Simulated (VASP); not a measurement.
Set up this calculation in VASP 6.6.1, as the native input.

| Property | Result |
| --- | --- |
| Task | single point |
| Functional | HSE06 |
| Potentials or basis | VASP PAW PBE potentials, release 64 (Ag, I) |
| Cutoff | 400 eV |
| k mesh | 6 × 6 × 2 |
| Occupations | gaussian, width 0.01 eV |
| Spin | no spin polarisation |
| Dipole correction | no |
| Grid for exact exchange (PRECFOCK) | Normal |
| Further INCAR settings | ALGO = Normal; EDIFF = 1e-06; NBANDS = 26 |
| Screening parameter | 0.2079 1/Å |

The system is AgI (Iodargyrite).

```
Ag I
1.0
     4.65074    0.00000    0.00000
    -2.32537    4.02766    0.00000
     0.00000    0.00000    7.59972
Ag I
2 2
Direct
  0.66667 0.33333 0.62752
  0.33333 0.66667 0.12752
  0.66667 0.33333 0.00248
  0.33333 0.66667 0.50248
```

These files were run (other wordings do the same):

POSCAR

```
AgI
1.0
    4.6507421514      0.0000000000      0.0000000000
   -2.3253710757      4.0276608495      0.0000000000
    0.0000000000      0.0000000000      7.5997163705
Ag I
2 2
Direct
    0.6666666667      0.3333333333      0.6275238183
    0.3333333333      0.6666666667      0.1275238183
    0.6666666667      0.3333333333      0.0024761817
    0.3333333333      0.6666666667      0.5024761817
```

INCAR.step1

```
SYSTEM = AgI
ALGO = Normal
EDIFF = 1E-5
ENCUT = 400
GGA = PE
GGA_COMPAT = .FALSE.
ISIF = 2
ISMEAR = 0
KPAR = 4
LASPH = .TRUE.
LCHARG = .FALSE.
LREAL = .FALSE.
LWAVE = .TRUE.
NBANDS = 26
NELM = 120
PREC = Accurate
SIGMA = 0.01
```

INCAR.step2

```
SYSTEM = AgI
ALGO = Normal
EDIFF = 1E-6
ENCUT = 400
GGA = PE
GGA_COMPAT = .FALSE.
HFSCREEN = 0.2079
ISIF = 2
ISMEAR = 0
ISTART = 1
KPAR = 4
LASPH = .TRUE.
LCHARG = .FALSE.
LHFCALC = .TRUE.
LREAL = .FALSE.
LWAVE = .FALSE.
NBANDS = 26
NELM = 120
PREC = Accurate
PRECFOCK = Normal
SIGMA = 0.01
```

KPOINTS

```
k-points
0
G
  6 6 2
  0 0 0
```

Potentials or basis: VASP PAW PBE potentials, release 64 (Ag, I).

Run with:

```console
$ cat potpaw_PBE.64/Ag/POTCAR potpaw_PBE.64/I/POTCAR > POTCAR
$ cp INCAR.step1 INCAR
$ mpirun -np 4 vasp_std > vasp.out
$ cp INCAR.step2 INCAR
$ mpirun -np 4 vasp_std > vasp.out
```

Results of the run:

```
Pressure               : 0.3 GPa
Band gap on the k mesh : 2.51 eV, direct
```

Caveat: the PAW data sets were made with another functional, which shifts forces and pressure a little; spin-orbit coupling is left out, which moves the levels of the heavy elements.

Wall time 15 min on 4 MPI ranks on AMD EPYC 9R45 96-Core Processor (Zen 5), on a shared host, peak memory 0.33 GiB a rank.
